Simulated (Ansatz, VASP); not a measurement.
**One calculation of LiH, two programs**

INCAR

```
  PREC = Accurate
  ENCUT = 520
  EDIFF = 1E-8
  ISMEAR = -1
  SIGMA = 0.03
  LREAL = F
  LASPH = T
  NELM = 80
  ALGO = Normal
  ISIF = 2
  LWAVE = F
  LCHARG = F
  GGA = PE
  LEFG = T
  NBANDS = 9
```

KPOINTS

```
regular mesh
0
Gamma
  3 3 3
```

Contents of POSCAR:

```
LiH
1.0
    0.0000000000      2.0325000000      2.0325000000
    2.0325000000      0.0000000000      2.0325000000
    2.0325000000      2.0325000000      0.0000000000
Li H
1 1
Direct
    0.0000000000      0.0000000000      0.0000000000
    0.5000000000      0.5000000000      0.5000000000
```

Input for Ansatz:

```yaml
crystal:
  lattice:
    - [0.0, 2.0325, 2.0325]
    - [2.0325, 0.0, 2.0325]
    - [2.0325, 2.0325, 0.0]
  atoms:
    - { symbol: Li, position: [0.0, 0.0, 0.0] }
    - { symbol: H, position: [0.5, 0.5, 0.5] }
kpoints:
  mp_grid: { grid: [3, 3, 3] }
scf:
  occupations: { method: fermi_dirac, width: 0.03 }
hamiltonian:
  xc: pbe
  pseudopotentials: { kind: paw }
output:
  forces: true
  stress: true
  eigenvalues: true
  efg: { contact_densities: true }
  write_density: true
  write_potential: true
  elf: true
  volumetric_format: npy
```

Alike in both runs: task electric field gradients; functional PBE; k mesh 3 × 3 × 3; occupations fermi-dirac, width 0.03 eV; no spin polarisation.

|  | VASP | Ansatz |
| --- | --- | --- |
| version | VASP 6.6.1 | Ansatz 0.2.0 |
| potentials or method | VASP PAW PBE potentials, release 64 (Li_sv, H) | PAW with Ansatz's default frozen-core files, scalar-relativistic |
| plane-wave cutoff (eV) | 520 | 420 |
| valence electrons in the cell | 4 | 4 |

```csv
,VASP,Ansatz,Ansatz less VASP
gap on the k mesh at the Fermi level (eV),6.03,6.03,+0.003
```

The k mesh is coarse, so the values compare programs but aren't converged. Noted on VASP's run: the cutoff is short for stress, so the pressure is rough.
